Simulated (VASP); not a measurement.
# Hf in VASP: notebook, part 2 of 2

VASP 6.6.1. Earlier steps stand in the parts before.

**3. Single point, PBE**

This run uses another cell than the first one.

INCAR reads:

```
  PREC = Accurate
  ENCUT = 520
  EDIFF = 1E-7
  ISMEAR = 0
  SIGMA = 0.1
  LREAL = F
  LASPH = T
  NELM = 80
  ALGO = Normal
  ISIF = 2
  LWAVE = F
  LCHARG = T
  LDIPOL = T
  IDIPOL = 3
  DIPOL = 0.5 0.5 0.294
  GGA = PE
  LELF = T
  LVHAR = T
  LVACPOTAV = T
  NBANDS = 17
```

KPOINTS reads:

```
Automatic mesh
0
Gamma
  6 6 1
```

POSCAR reads:

```
Hf
1.0
    4.8477945212      0.0000003092      0.0000000000
   -2.4238975284      4.1983130530      0.0000000000
    0.0000000000      0.0000000000     23.8000000000
Hf
2
Direct
    0.3333333333      0.6666666667      0.2941176471
    0.6666666667      0.3333333333      0.2941176471
```

Potentials or basis: VASP PAW PBE potentials, release 64 (Hf_pv).

Launch:

```bash
$ cat potpaw_PBE.64/Hf_pv/POTCAR > POTCAR
$ mpirun -np 1 vasp_std > vasp.out
```

OUTCAR:

```text
PREC = Accurate
   ENCUT = 520
   EDIFF = 1E-7
   ISMEAR = 0
   LREAL = F
   LASPH = T
   NELM = 80
   ISIF = 2
   GGA = PE

 ion  position               nearest neighbor table
   1  0.333  0.667  0.294-   2 2.80   2 2.80   2 2.80
   2  0.667  0.333  0.294-   1 2.80   1 2.80   1 2.80

  LATTYP: Found a hexagonal cell.
 ALAT       =     4.8477945212
 C/A-ratio  =     4.9094490074

  Lattice vectors:

 A1 = (   4.8477945212,   0.0000003092,   0.0000000000)
 A2 = (  -2.4238975284,   4.1983130530,   0.0000000000)
 A3 = (   0.0000000000,   0.0000000000,  23.8000000000)

Analysis of symmetry for initial positions (statically):
=====================================================================
 Subroutine PRICEL returns:
 Original cell was already a primitive cell.

 Routine SETGRP: Setting up the symmetry group for a
 hexagonal supercell.

 Subroutine GETGRP returns: Found 24 space group operations
 (whereof 12 operations were pure point group operations)
 out of a pool of 24 trial point group operations.

The static configuration has the point symmetry C_6v.
 The point group associated with its full space group is D_6h.

[... 151 lines left out ...]
 cond. band min:      -2.7342716860   @ k =   0.3333  -0.0000   0.0000
 fundamental gap:      0.0797313759
 Fermi energy:        -2.7376016859

 k-point     1 :       0.0000    0.0000    0.0000
  band No.  band energies     occupation
      1     -34.0686      2.00000
      2     -33.9876      2.00000
      3     -33.9876      2.00000
      4     -33.8537      2.00000
      5     -33.1646      2.00000
      6     -33.1646      2.00000
[... 117 lines left out ...]
      4     -33.5842      2.00000
      5     -33.5842      2.00000
      6     -33.0520      2.00000
[... 9 lines left out ...]
     16       0.2413      0.00000
     17       0.2413      0.00000

------------------------ aborting loop because EDIFF is reached ----------------------------------------

 vacuum level on the upper side and lower side of the slab       (xc-potential included)        -0.111        -0.107

  FORCE on cell =-STRESS in cart. coord.  units (eV):
  Direction    XX          YY          ZZ          XY          YZ          ZX
  --------------------------------------------------------------------------------------
  -------------------------------------------------------------------------------------
  Total       -0.1180079     -0.1180079     -0.0057094      0.0000000      0.0000000     -0.0000000
  in kB       -0.3903242     -0.3903242     -0.0188845      0.0000000      0.0000000     -0.0000000
  external PRESSURE =      -0.2665110 kB  Pullay stress =       0.0000000 kB

 VOLUME and BASIS-vectors are now :
 -----------------------------------------------------------------------------
  energy-cutoff  :      520.00
  volume of cell :      484.39
      direct lattice vectors                 reciprocal lattice vectors
     4.847794521  0.000000309  0.000000000     0.206279362  0.119095463  0.000000000
    -2.423897528  4.198313053  0.000000000    -0.000000015  0.238190900  0.000000000
     0.000000000  0.000000000 23.800000000     0.000000000  0.000000000  0.042016807

 POSITION                                       TOTAL-FORCE (eV/Angst)
 -----------------------------------------------------------------------------------
     -0.00000      2.79888      7.00000         0.000000      0.000000     -0.000000
      2.42390      1.39944      7.00000        -0.000000     -0.000000      0.000000
 -----------------------------------------------------------------------------------
    total drift:                               -0.000000     -0.000000      0.000011

  FREE ENERGIE OF THE ION-ELECTRON SYSTEM (eV)
  ---------------------------------------------------
  free  energy   TOTEN  =       -12.3805345611 eV

  energy  without entropy=      -12.3331811145  energy(sigma->0) =      -12.35685784

 vacuum level on the upper side and lower side of the slab         0.880         0.880
```

It took 2.1 min on 1 thread of Intel Xeon Platinum 8259CL at 2.50GHz (Skylake/Cascade Lake), shared host; peak memory 0.5 GiB.

Results:

| Item | Value |
| --- | --- |
| Free energy | -12.3805 eV |
| Band gap on the k mesh | zero (bands 10 and 11 overlap by 0.50 eV) |
| Work function of the upper face | 3.62 eV |
| Work function of the lower face | 3.62 eV |

Levels at points of the mesh, in eV from the Fermi level:
| k point | band 8 | band 9 | band 10 | band 11 | band 12 | band 13 |
| --- | --- | --- | --- | --- | --- | --- |
| (0.00, 0.00, 0.00) | -0.16 | 0.15 | 0.15 | 0.32 | 0.75 | 0.75 |
| (0.50, 0.00, 0.00) | -1.22 | -0.73 | -0.39 | -0.35 | -0.13 | 0.75 |

Caveat: spin-orbit coupling is left out, which moves the levels of the heavy elements.

**4. Single point, PBE**

This run uses another cell than the first one.

INCAR reads:

```
SYSTEM = Hf
ALGO = Normal
DIPOL = 0.5 0.5 0.294
EDIFF = 1E-7
ENCUT = 520
GGA = PE
IDIPOL = 3
ISIF = 2
ISMEAR = 0
LASPH = .TRUE.
LCHARG = .FALSE.
LDIPOL = .TRUE.
LREAL = .FALSE.
LWAVE = .FALSE.
NBANDS = 17
NELM = 100
PREC = Accurate
SIGMA = 0.1
```

KPOINTS reads:

```
k-points
0
G
  12 12 1
  0 0 0
```

POSCAR is that of step 3.

Launch:

```bash
$ cat potpaw_PBE.64/Hf_pv/POTCAR > POTCAR
$ mpirun -np 1 vasp_std > vasp.out
```

Wall time 4.5 min (1 thread of Intel Xeon Platinum 8259CL at 2.50GHz (Skylake/Cascade Lake), shared host); peak memory 0.56 GiB.

It converged, with:

| Quantity | Value |
| --- | --- |
| Free energy | -12.4011 eV |
| Band gap on the k mesh | zero (bands 10 and 11 overlap by 0.50 eV) |

Levels at points of the mesh, in eV from the Fermi level:
| k point | band 8 | band 9 | band 10 | band 11 | band 12 | band 13 |
| --- | --- | --- | --- | --- | --- | --- |
| (0.00, 0.00, 0.00) | -0.12 | 0.17 | 0.17 | 0.37 | 0.76 | 0.76 |
| (0.50, 0.00, 0.00) | -1.22 | -0.70 | -0.36 | -0.33 | -0.13 | 0.78 |

Caveat: spin-orbit coupling is left out, which moves the levels of the heavy elements.

**5. Single point, PBE**

This run uses another cell than the first one.

INCAR reads:

```
PREC     = Accurate       # precision mode
ENCUT    = 520            # plane-wave cutoff, eV
EDIFF    = 1E-6           # SCF threshold, eV
ISMEAR   = 0              # smearing method
SIGMA    = 0.1            # smearing width, eV
LREAL    = F              # projectors in reciprocal space
LASPH    = T              # aspherical terms in the spheres
NELM     = 80             # most SCF steps
ALGO     = Normal         # electronic algorithm
ISIF     = 2              # what is computed and relaxed
LWAVE    = F              # write WAVECAR
LCHARG   = T              # write CHGCAR
LDIPOL   = T            
IDIPOL   = 3            
DIPOL    = 0.5 0.5 0.294
GGA      = PE             # functional
LELF     = T              # ELF
LVHAR    = T            
LVACPOTAV= T            
NBANDS   = 17             # bands
```

KPOINTS reads:

```
Automatic mesh
0
Gamma
  12 12 1
```

POSCAR reads:

```
Hf
1.0
    4.8690904293      0.0000003106      0.0000000000
   -2.4345454836      4.2167558498      0.0000000000
    0.0000000000      0.0000000000     23.8000000000
Hf
2
Direct
    0.3333333333      0.6666666667      0.2941176471
    0.6666666667      0.3333333333      0.2941176471
```

Launch:

```bash
$ cat potpaw_PBE.64/Hf_pv/POTCAR > POTCAR
$ mpirun -np 1 vasp_std > vasp.out
```

Wall time 4.6 min (1 thread of Intel Xeon Platinum 8259CL at 2.50GHz (Skylake/Cascade Lake), shared host); peak memory 0.56 GiB.

It converged, with:

```
Free energy            : -12.4011 eV
Band gap on the k mesh : zero (bands 10 and 11 overlap by 0.49 eV)
```

Levels at points of the mesh, in eV from the Fermi level:
```tsv
k point	band 6	band 7	band 8	band 9	band 10	band 11	band 12	band 13	band 14	band 15
(0.00, 0.00, 0.00)	-30.49	-4.35	-0.11	0.17	0.17	0.37	0.75	0.75	1.15	1.15
(0.50, 0.00, 0.00)	-30.41	-2.36	-1.21	-0.72	-0.35	-0.32	-0.13	0.77	0.96	1.78
```

Caveat: spin-orbit coupling is left out, which moves the levels of the heavy elements.

**6. Summary**

| cell | k mesh | gap on the mesh (eV) |
| --- | --- | --- |
| a = 4.526, b = 4.526, c = 14.000 Å, angles 90.0, 90.0, 120.0°, 2 atoms | 6 × 6 × 1 | none |
| a = 4.848, b = 4.848, c = 23.800 Å, angles 90.0, 90.0, 120.0°, 2 atoms | 6 × 6 × 1 | none |
| a = 4.848, b = 4.848, c = 23.800 Å, angles 90.0, 90.0, 120.0°, 2 atoms | 12 × 12 × 1 | none |
| a = 4.869, b = 4.869, c = 23.800 Å, angles 90.0, 90.0, 120.0°, 2 atoms | 12 × 12 × 1 | none |

Alike in all rows: task single point; level PBE; potentials or basis VASP PAW PBE potentials, release 64 (Hf_pv); no spin polarisation; cutoff (eV) 520; smearing gaussian 0.1 eV.

Caveats: spin-orbit coupling is left out, which moves the levels of the heavy elements.

Absolute energies hang on the potentials; compare differences alone.
